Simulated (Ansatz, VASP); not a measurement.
## One calculation of Hf, two programs

```
Hf
1.0
    -1.81069    1.81069    1.81069
     1.81069   -1.81069    1.81069
     1.81069    1.81069   -1.81069
Hf
1
Cartesian
  0.0000 0.0000 0.0000
```

Alike in both runs: task single point; functional revPBE; k mesh 14 × 14 × 14; occupations fermi-dirac, width 0.1 eV; no spin polarisation.

|  | VASP | Ansatz |
| --- | --- | --- |
| version | VASP 6.6.1 | Ansatz 0.2.0 |
| potentials or method | VASP PAW PBE potentials, release 64 (Hf_pv), cutoff 520 eV | plane waves (420 eV) with PAW, scalar-relativistic |
| valence electrons in the cell | 10 | 26 |

|  | VASP | Ansatz | Ansatz less VASP |
| --- | --- | --- | --- |
| pressure (GPa) | -3.9 | -3.5 | +0.39 |

VASP's potentials were made for PBE, not for revPBE. VASP's potentials hold 10 valence electrons a cell and Ansatz's 26, so a difference there can come from the potentials and not from the codes.

Spin-orbit coupling is off throughout.
